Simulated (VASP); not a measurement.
Set up this calculation in VASP 6.6.1, as the native input.

```
Task                   : single point
Functional             : PBE
Potentials or basis    : VASP PAW PBE potentials, release 64 (Al, Sc_sv, N)
Cutoff                 : 520 eV
k mesh                 : 3 × 3 × 2
Occupations            : gaussian, width 0.01 eV
Spin                   : no spin polarisation
Dipole correction      : no
Further INCAR settings : LREAL = Auto; ALGO = Normal; EDIFF = 1e-07; NBANDS = 94
```

The structure of ScAl7N8 lies in POSCAR:

```
ScAl7N8
1.0
    6.3645545941     -0.0033911741     -0.0001501297
   -3.1852141399      5.5169527234      0.0000000000
   -0.0002370762     -0.0001368760     10.1177553054
Al Sc N
14 2 16
Direct
    0.1656388842      0.3319968585      0.0029372640
    0.1646268624      0.3367867619      0.4977797619
    0.1656388842      0.8336420257      0.0029372640
    0.1646268624      0.8278401005      0.4977797619
    0.6706020743      0.3353010372      0.4973676147
    0.6703786435      0.8351893217     -0.0018625770
    0.6649142758      0.8324571379      0.5005044472
    0.3303132701      0.1651566350      0.2544040529
    0.3339695860      0.6669847930      0.2493890691
    0.3304663806      0.6652331903      0.7495281373
    0.8328158173      0.1638857885      0.2541606195
    0.8360893044      0.1672025983      0.7465006421
    0.8328158173      0.6689300288      0.2541606195
    0.8360893044      0.6688867060      0.7465006421
    0.6721491152      0.3360745576      0.0017887595
    0.3288227065      0.1644113532      0.7439355636
    0.1647210870      0.3329410459      0.1940844814
    0.1576445420      0.3454968457      0.6845730077
    0.1647210870      0.8317800411      0.1940844814
    0.1576445420      0.8121476963      0.6845730077
    0.6663621594      0.3331810797      0.2076645378
    0.6856442671      0.3428221335      0.6880562936
    0.6671171580      0.8335585790      0.1900678495
    0.6643290962      0.8321645481      0.6903222245
    0.3308818278      0.1654409139      0.4466423621
    0.3180497727      0.1590248864      0.9494224137
    0.3349767256      0.6674883628      0.4382583786
    0.3331593488      0.6665796744      0.9424607674
    0.8324867897      0.1633785424      0.4423210177
    0.8449085092      0.1580870921      0.9356682584
    0.8324867897      0.6691082473      0.4423210177
    0.8449085092      0.6868214171      0.9356682584
```

The input as run:

INCAR

```
PREC = Accurate
ENCUT = 520
EDIFF = 1E-7
ISMEAR = 0
SIGMA = 0.01
LREAL = Auto
LASPH = True
NELM = 80
ALGO = Normal
ISIF = 2
LWAVE = False
LCHARG = False
GGA = PE
NBANDS = 94
```

KPOINTS

```
Automatic mesh
0
Gamma
  3 3 2
```

Potentials or basis: VASP PAW PBE potentials, release 64 (Al, Sc_sv, N).

Launch:

```console
$ cat potpaw_PBE.64/Al/POTCAR potpaw_PBE.64/Sc_sv/POTCAR potpaw_PBE.64/N/POTCAR > POTCAR
$ mpirun -np 1 vasp_std > vasp.out
```

It gave:

```
Pressure               : -0.1 GPa
Largest force          : 0.082 eV/Å
Band gap on the k mesh : 3.87 eV
```

Caveat: an odd mesh through Γ misses points on the zone boundary, where band edges can lie.

It took 13 min on 1 thread of Intel Xeon 8259CL, on a shared host, peak memory 0.53 GiB.
